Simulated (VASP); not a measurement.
# SrO (I4/mmm) in VASP: a series of runs

SrO is run at these levels: PBE; tasks: single point.

Program: VASP 6.6.1. These are calculated values, not measurements. Logs are shortened: lines on timing, memory, paths and dates and some standing lists are left out, and cuts for length are marked.

### 1 The cell of the first run

Symmetry: I4/mmm, No. 139, tetragonal system. Conventional cell: a = 3.634 Å, b = 3.634 Å, c = 5.268 Å, α = 90.00°, β = 90.00°, γ = 90.00°. Within 3.4 Å of Sr (site symmetry 4/mmm) lie 6 O at 2.57 to 2.63 Å. O (site symmetry 4/mmm) has 6 Sr at 2.57 to 2.63 Å within 3.4 Å.

### 2 Single point, PBE (strain +0.000 along x and y, +0.025 along z)

The input, INCAR:

```
SYSTEM = SrO
  PREC = Accurate
  ENCUT = 520
  EDIFF = 1E-6
  ISMEAR = 0
  SIGMA = 0.05
  LREAL = .False.
  LASPH = .True.
  NELM = 100
  ALGO = Normal
  ISIF = 2
  LWAVE = .False.
  LCHARG = .True.
  GGA = PE
  LELF = .True.
  LVHAR = .True.
  NBANDS = 15
```

The input, KPOINTS:

```
regular mesh
0
Gamma
  8 8 8
  0 0 0
```

The input, POSCAR:

```
SrO
1.0
    0.0000000000      2.5698000000      2.6340450000
    2.5698000000      0.0000000000      2.6340450000
    2.5698000000      2.5698000000      0.0000000000
Sr O
1 1
Direct
    0.0000000000      0.0000000000      0.0000000000
    0.5000000000      0.5000000000      0.5000000000
```

Potentials or basis: VASP PAW PBE potentials, release 64 (Sr_sv, O).

Run with:

```sh
$ cat potpaw_PBE.64/Sr_sv/POTCAR potpaw_PBE.64/O/POTCAR > POTCAR
$ mpirun -np 1 vasp_std > vasp.out
```

OUTCAR:

```text
SYSTEM = SrO
   PREC = Accurate
   ENCUT = 520
   EDIFF = 1E-6
   ISMEAR = 0
   LREAL = .False.
   LASPH = .True.
   NELM = 100
   ISIF = 2
   GGA = PE

 ion  position               nearest neighbor table
   1  0.000  0.000  0.000-   2 2.57   2 2.57   2 2.57   2 2.57   2 2.63   2 2.63
   2  0.500  0.500  0.500-   1 2.57   1 2.57   1 2.57   1 2.57   1 2.63   1 2.63

  LATTYP: Found a body centered tetragonal cell.
 ALAT       =     3.6342460126
 C/A-ratio  =     1.4495689014

  Lattice vectors:

 A1 = (  -2.5698000000,   0.0000000000,   2.6340450000)
 A2 = (   2.5698000000,   0.0000000000,   2.6340450000)
 A3 = (   0.0000000000,   2.5698000000,  -2.6340450000)

Analysis of symmetry for initial positions (statically):
=====================================================================
 Subroutine PRICEL returns:
 Original cell was already a primitive cell.

 Routine SETGRP: Setting up the symmetry group for a
 body centered tetragonal supercell.

 Subroutine GETGRP returns: Found 16 space group operations
 (whereof 16 operations were pure point group operations)
 out of a pool of 16 trial point group operations.

The static configuration has the point symmetry D_4h.

Analysis of symmetry for dynamics (positions and initial velocities):
=====================================================================
 Subroutine PRICEL returns:
 Original cell was already a primitive cell.

 Routine SETGRP: Setting up the symmetry group for a
 body centered tetragonal supercell.

 Subroutine GETGRP returns: Found 16 space group operations
 (whereof 16 operations were pure point group operations)
 out of a pool of 16 trial point group operations.

The dynamic configuration has the point symmetry D_4h.

 Subroutine INISYM returns: Found 16 space group operations
 (whereof 16 operations are pure point group operations),
 and found     1 'primitive' translations

----------------------------------------------------------------------------------------

                                     Primitive cell

  volume of cell :      34.7898

  direct lattice vectors                    reciprocal lattice vectors
     0.000000000  2.569800000  2.634045000    -0.194567671  0.194567671  0.189822118
     2.569800000  0.000000000  2.634045000     0.194567671 -0.194567671  0.189822118
     2.569800000  2.569800000  0.000000000     0.194567671  0.194567671 -0.189822118

  length of vectors
     3.679954497  3.679954497  3.634246013     0.334283702  0.334283702  0.334283702

  position of ions in fractional coordinates (direct lattice)
     0.000000000  0.000000000  0.000000000
     0.500000000  0.500000000  0.500000000

  ion indices of the primitive-cell ions
   primitive index   ion index
                 1           1
                 2           2

----------------------------------------------------------------------------------------

 KPOINTS: regular mesh

Automatic generation of k-mesh.
 Grid dimensions read from file:
 generate k-points for:    8    8    8

 Generating k-lattice:

  Cartesian coordinates                     Fractional coordinates (reciprocal lattice)
    -0.024320959  0.024320959  0.023727765     0.125000000  0.000000000  0.000000000
     0.024320959 -0.024320959  0.023727765     0.000000000  0.125000000  0.000000000
     0.024320959  0.024320959 -0.023727765     0.000000000  0.000000000  0.125000000

  Length of vectors
     0.041785463  0.041785463  0.041785463

  Shift w.r.t. Gamma in fractional coordinates (k-lattice)
     0.000000000  0.000000000  0.000000000

 Subroutine IBZKPT returns following result:
 ===========================================

 Found     59 irreducible k-points:

 Following reciprocal coordinates:
            Coordinates               Weight
  0.000000  0.000000  0.000000      1.000000
  0.125000 -0.000000  0.000000      8.000000
  0.250000 -0.000000  0.000000      8.000000
  0.375000 -0.000000  0.000000      8.000000
  0.500000 -0.000000  0.000000      4.000000
  0.125000  0.125000  0.000000      2.000000
[... 16 lines left out ...]
  0.250000 -0.000000  0.125000     16.000000
  0.375000 -0.000000  0.125000     16.000000
 [... further k-points ...]
   k-points           NKPTS =     59   k-points in BZ     NKDIM =     59   number of bands    NBANDS=     15
   number of dos      NEDOS =    301   number of ions     NIONS =      2
   total plane-waves  NPLWV =  21952
   dimension x,y,z NGX =    28 NGY =   28 NGZ =   28
   dimension x,y,z NGXF=    56 NGYF=   56 NGZF=   56
   ions per type =               1   1
   NGX,Y,Z   is equivalent  to a cutoff of  12.65, 12.65, 12.81 a.u.
   NGXF,Y,Z  is equivalent  to a cutoff of  25.30, 25.30, 25.62 a.u.
 SYSTEM =  SrO
   PREC   = accura    normal or accurate (medium, high low for compatibility)
   ISTART =      0    job   : 0-new  1-cont  2-samecut
   ICHARG =      2    charge: 1-file 2-atom 10-const
   ISPIN  =      1    spin polarized calculation?
   LNONCOLLINEAR =      F non collinear calculations
   LSORBIT =      F    spin-orbit coupling
   LASPH  =      T    aspherical Exc in radial PAW
   ENCUT  =  520.0 eV  38.22 Ry    6.18 a.u.   6.84  6.84  6.76*2*pi/ulx,y,z
   NELM   =    100;   NELMIN=  2; NELMDL= -5     # of ELM steps
   EDIFF  = 0.1E-05   stopping-criterion for ELM
   LREAL  =      F    real-space projection
   EDIFFG = 0.1E-04   stopping-criterion for IOM
   NSW    =      0    number of steps for IOM
   IBRION =     -1    ionic relax: 0-MD 1-quasi-New 2-CG
   NFREE  =      0    steps in history (QN), initial steepest desc. (CG)
   ISIF   =      2    stress and relaxation
   ISYM   =      2    0-nonsym 1-usesym 2-fastsym
   POTIM  = 0.5000    time-step for ionic-motion
   TEBEG  =    0.0;   TEEND  =   0.0 temperature during run
   PSTRESS=    0.0 pullay stress
   NELECT =      16.0000    total number of electrons
   NUPDOWN=      -1.0000    fix difference up-down
   EMIN   =  10.00;   EMAX   =-10.00  energy-range for DOS
   EFERMI =   0.00;   METHOD = LEGACY
   ISMEAR =     0;   SIGMA  =   0.05  broadening in eV -4-tet -1-fermi 0-gaus
   EFERMI_NEDOS =   21; number of points for ismear=-14 and -15
   IALGO  =     38    algorithm
   IMIX   =      4    mixing-type and parameters
     AMIX     =   0.40;   BMIX     =  1.00
     AMIX_MAG =   1.60;   BMIX_MAG =  1.00
  volume/ion in A,a.u.               =      17.39       117.39
  Fermi-wavevector in a.u.,A,eV,Ry     =   1.263662  2.387975 21.726345  1.596841
  Thomas-Fermi vector in A             =   2.397007
   LORBIT       =      0    0 simple, 1 ext, 2 COOP (PROOUT), +10 PAW based schemes
   GGA     = PE    functional components
   LHFCALC =     F    Hartree Fock is set to
   AEXX    =    0.0000 exact exchange contribution
   IVDW    =     0    specifies the selected vdW correction
   LEPSILON=     F    determine dielectric tensor
   LRPA    =     F    only Hartree local field effects (RPA)
 non-spin polarized calculation
 Gauss-broadening in eV      SIGMA  =   0.05
  energy-cutoff  :      520.00
  volume of cell :       34.79
 maximum number of plane-waves:       962
   NGX = 13   NGY = 13   NGZ = 13

 number of electron      16.0000000 magnetization

 Free energy of the ion-electron system (eV)
  ---------------------------------------------------
  ext. energy  EPLUGINS =         0.00000000
  ---------------------------------------------------
  free energy    TOTEN  =       -12.04776483 eV

  energy without entropy =      -12.04776483  energy(sigma->0) =      -12.04776483

 E-fermi :   1.8472     XC(G=0):  -9.9159

 val. band max:        1.5816066179   @ k =   0.0000   0.0000   0.0000
 cond. band min:       4.8063774573   @ k =   0.5000   0.0000   0.5000
 fundamental gap:      3.2247708394
 Fermi energy:         1.8471772196

 k-point     1 :       0.0000    0.0000    0.0000
  band No.  band energies     occupation
      1     -30.9141      2.00000
      2     -13.5075      2.00000
      3     -12.5906      2.00000
      4     -12.5687      2.00000
      5     -12.5687      2.00000
      6       1.5036      2.00000
      7       1.5816      2.00000
      8       1.5816      2.00000
      9       5.3593      0.00000
     10       7.5952      0.00000
     11       7.7786      0.00000
     12       7.7786      0.00000
     13       9.6899      0.00000
     14       9.9914      0.00000
     15      14.1567      0.00000

 k-point     2 :       0.1250   -0.0000    0.0000
  band No.  band energies     occupation
      1     -30.8961      2.00000
      2     -13.8795      2.00000
      3     -12.5997      2.00000
      4     -12.5774      2.00000
      5     -12.2464      2.00000
      6       1.1054      2.00000
      7       1.3486      2.00000
      8       1.3876      2.00000
      9       6.0467      0.00000
     10       7.5607      0.00000
     11       7.9707      0.00000
     12       8.0683      0.00000
     13      10.0779      0.00000
     14      10.3888      0.00000
     15      15.1268      0.00000

 k-point     3 :       0.2500   -0.0000    0.0000
  band No.  band energies     occupation
      1     -30.8523      2.00000
      2     -14.4380      2.00000
      3     -12.6347      2.00000
      4     -12.5980      2.00000
      5     -11.7952      2.00000
      6       0.3002      2.00000
      7       0.9458      2.00000
      8       0.9675      2.00000
      9       7.4347      0.00000
     10       7.6231      0.00000
     11       8.7874      0.00000
     12       8.8557      0.00000
     13      11.0547      0.00000
     14      11.3789      0.00000
     15      17.0365      0.00000

 k-point     4 :       0.3750   -0.0000    0.0000
  band No.  band energies     occupation
      1     -30.8078      2.00000
      2     -14.8495      2.00000
      3     -12.6692      2.00000
      4     -12.6182      2.00000
      5     -11.4907      2.00000
      6      -0.3360      2.00000
      7       0.5949      2.00000
      8       0.5986      2.00000
      9       7.7870      0.00000
     10       9.0909      0.00000
     11       9.7817      0.00000
     12       9.8206      0.00000
     13      12.2867      0.00000
     14      12.5899      0.00000
     15      16.7331      0.00000
[... 307 lines left out ...]
 k-point    22 :       0.1250    0.0000    0.1250
  band No.  band energies     occupation
      1     -30.8896      2.00000
      2     -13.9375      2.00000
      3     -12.6390      2.00000
      4     -12.6251      2.00000
      5     -12.1387      2.00000
      6       0.8194      2.00000
      7       1.4264      2.00000
      8       1.5083      2.00000
      9       6.0865      0.00000
     10       7.0876      0.00000
     11       8.2600      0.00000
     12       8.4214      0.00000
     13       9.9710      0.00000
     14      10.7620      0.00000
     15      15.4503      0.00000

 k-point    23 :       0.2500   -0.0000    0.1250
  band No.  band energies     occupation
      1     -30.8541      2.00000
      2     -14.3051      2.00000
      3     -12.6846      2.00000
      4     -12.6546      2.00000
      5     -11.8761      2.00000
      6       0.3187      2.00000
      7       1.1516      2.00000
      8       1.2693      2.00000
      9       6.7893      0.00000
     10       7.0795      0.00000
     11       9.0205      0.00000
     12       9.1776      0.00000
     13      10.5665      0.00000
     14      11.5893      0.00000
     15      17.1071      0.00000

 k-point    24 :       0.3750   -0.0000    0.1250
  band No.  band energies     occupation
      1     -30.8101      2.00000
      2     -14.6780      2.00000
      3     -12.7200      2.00000
      4     -12.6827      2.00000
      5     -11.6596      2.00000
      6      -0.0657      2.00000
      7       0.7151      2.00000
      8       0.8949      2.00000
      9       7.1079      0.00000
     10       8.3837      0.00000
     11       9.9137      0.00000
     12      10.0776      0.00000
     13      11.7755      0.00000
     14      12.4808      0.00000
     15      17.0350      0.00000

 [... further k-points ...]
[... 5 lines left out ...]
  --------------------------------------------------------------------------------------
  -------------------------------------------------------------------------------------
  Total        0.4942955      0.4942955     -0.1490009      0.0000000      0.0000000      0.0000000
  in kB       22.7638322     22.7638322     -6.8619511      0.0000000      0.0000000      0.0000000
  external PRESSURE =      12.8885711 kB  Pullay stress =       0.0000000 kB

 VOLUME and BASIS-vectors are now :
 -----------------------------------------------------------------------------
  energy-cutoff  :      520.00
  volume of cell :       34.79
      direct lattice vectors                 reciprocal lattice vectors
     0.000000000  2.569800000  2.634045000    -0.194567671  0.194567671  0.189822118
     2.569800000  0.000000000  2.634045000     0.194567671 -0.194567671  0.189822118
     2.569800000  2.569800000  0.000000000     0.194567671  0.194567671 -0.189822118

 POSITION                                       TOTAL-FORCE (eV/Angst)
 -----------------------------------------------------------------------------------
      0.00000      0.00000      0.00000        -0.000000     -0.000000      0.000000
      2.56980      2.56980      2.63404         0.000000      0.000000     -0.000000
 -----------------------------------------------------------------------------------
    total drift:                                0.000000      0.000000      0.000000

  FREE ENERGIE OF THE ION-ELECTRON SYSTEM (eV)
  ---------------------------------------------------
  free  energy   TOTEN  =       -12.0477648312 eV

  energy  without entropy=      -12.0477648312  energy(sigma->0) =      -12.04776483
```

Wall time 53 s (1 thread of AMD EPYC 9R45, shared host); peak memory 0.15 GiB.

What came out:

```yaml
Free_energy: -12.0478 eV
Pressure: 1.3 GPa
Band_gap_on_the_k_mesh: 3.22 eV, indirect (least direct gap 3.32 eV)
```

Stress tensor (GPa, compression positive):
```
 2.28  0.00  0.00
 0.00  2.28  0.00
 0.00  0.00 -0.69
```

Caveat: the cell differs from its parent crystal (strain +0.000 along x and y, +0.025 along z). A k mesh can miss the band edges.

### 3 Single point, PBE (strain +0.000 along x and y, +0.050 along z)

The input, INCAR:

```
SYSTEM = SrO
PREC = Accurate
ENCUT = 520
EDIFF = 1E-6
ISMEAR = 0
SIGMA = 0.05
LREAL = .False.
LASPH = .True.
NELM = 100
ALGO = Normal
ISIF = 2
LWAVE = .False.
LCHARG = .False.
GGA = PE
NBANDS = 15
```

KPOINTS is that of step 2.

The input, POSCAR:

```
SrO
1.0
    0.0000000000      2.5698000000      2.6982900000
    2.5698000000      0.0000000000      2.6982900000
    2.5698000000      2.5698000000      0.0000000000
Sr O
1 1
Direct
    0.0000000000      0.0000000000      0.0000000000
    0.5000000000      0.5000000000      0.5000000000
```

Potentials or basis: VASP PAW PBE potentials, release 64 (Sr_sv, O).

Run with:

```sh
$ cat potpaw_PBE.64/Sr_sv/POTCAR potpaw_PBE.64/O/POTCAR > POTCAR
$ mpirun -np 1 vasp_std > vasp.out
```

OUTCAR:

```text
SYSTEM = SrO
   PREC = Accurate
   ENCUT = 520
   EDIFF = 1E-6
   ISMEAR = 0
   LREAL = .False.
   LASPH = .True.
   NELM = 100
   ISIF = 2
   GGA = PE

 ion  position               nearest neighbor table
   1  0.000  0.000  0.000-   2 2.57   2 2.57   2 2.57   2 2.57   2 2.70   2 2.70
   2  0.500  0.500  0.500-   1 2.57   1 2.57   1 2.57   1 2.57   1 2.70   1 2.70

  LATTYP: Found a body centered tetragonal cell.
 ALAT       =     3.6342460126
 C/A-ratio  =     1.4849242405

  Lattice vectors:

 A1 = (  -2.5698000000,   0.0000000000,   2.6982900000)
 A2 = (   2.5698000000,   0.0000000000,   2.6982900000)
 A3 = (   0.0000000000,   2.5698000000,  -2.6982900000)

[... 609 lines left out ...]
     13      11.4819      0.00000
     14      12.3179      0.00000
     15      16.6307      0.00000

 [... further k-points ...]
[... 5 lines left out ...]
  --------------------------------------------------------------------------------------
  -------------------------------------------------------------------------------------
  Total        0.2611163      0.2611163     -0.8248170      0.0000000      0.0000000      0.0000000
  in kB       11.7388956     11.7388956    -37.0809542      0.0000000      0.0000000      0.0000000
  external PRESSURE =      -4.5343877 kB  Pullay stress =       0.0000000 kB

 VOLUME and BASIS-vectors are now :
 -----------------------------------------------------------------------------
  energy-cutoff  :      520.00
  volume of cell :       35.64
      direct lattice vectors                 reciprocal lattice vectors
     0.000000000  2.569800000  2.698290000    -0.194567671  0.194567671  0.185302543
     2.569800000  0.000000000  2.698290000     0.194567671 -0.194567671  0.185302543
     2.569800000  2.569800000  0.000000000     0.194567671  0.194567671 -0.185302543

 POSITION                                       TOTAL-FORCE (eV/Angst)
 -----------------------------------------------------------------------------------
      0.00000      0.00000      0.00000        -0.000000      0.000000      0.000000
      2.56980      2.56980      2.69829         0.000000     -0.000000      0.000000
 -----------------------------------------------------------------------------------
    total drift:                                0.000000      0.000000      0.000000

  FREE ENERGIE OF THE ION-ELECTRON SYSTEM (eV)
  ---------------------------------------------------
  free  energy   TOTEN  =       -12.0362395849 eV

  energy  without entropy=      -12.0362395849  energy(sigma->0) =      -12.03623958
```

OSZICAR:

```text
N       E                     dE             d eps       ncg     rms          rms(c)
DAV:   1     0.684857597082E+02    0.68486E+02   -0.83980E+03  1770   0.104E+03
DAV:   2    -0.109588075533E+02   -0.79445E+02   -0.72461E+02  2425   0.219E+02
DAV:   3    -0.141858379473E+02   -0.32270E+01   -0.32130E+01  2349   0.399E+01
DAV:   4    -0.142509995907E+02   -0.65162E-01   -0.65143E-01  2256   0.560E+00
DAV:   5    -0.142529163740E+02   -0.19168E-02   -0.19168E-02  2265   0.685E-01    0.153E+01
DAV:   6    -0.122025772087E+02    0.20503E+01   -0.69034E+00  1840   0.193E+01    0.180E+01
DAV:   7    -0.120460251485E+02    0.15655E+00   -0.33407E-01  2050   0.504E+00    0.104E+01
DAV:   8    -0.120344480373E+02    0.11577E-01   -0.12519E-01  2225   0.356E+00    0.380E-01
DAV:   9    -0.120355910530E+02   -0.11430E-02   -0.64053E-03  2197   0.512E-01    0.239E-01
DAV:  10    -0.120360522856E+02   -0.46123E-03   -0.44003E-04  1945   0.199E-01    0.924E-02
DAV:  11    -0.120362197250E+02   -0.16744E-03   -0.17485E-04  1896   0.969E-02    0.282E-02
DAV:  12    -0.120362399197E+02   -0.20195E-04   -0.29796E-05  1910   0.392E-02    0.233E-02
DAV:  13    -0.120362395849E+02    0.33483E-06   -0.15889E-06  2039   0.115E-02
   1 F= -.12036240E+02 E0= -.12036240E+02  d E =-.944750E-20
```

Run time: 54 s. Hardware: 1 thread of AMD EPYC 9R45, shared host; peak memory 0.15 GiB.

What came out:

* Free energy: -12.0362 eV
* Pressure: -0.5 GPa
* Band gap on the k mesh: 3.20 eV, indirect (least direct gap 3.30 eV)

Caveat: the cell differs from its parent crystal (strain +0.000 along x and y, +0.050 along z). A k mesh can miss the band edges.

(Part 1 of 2 ends here.)
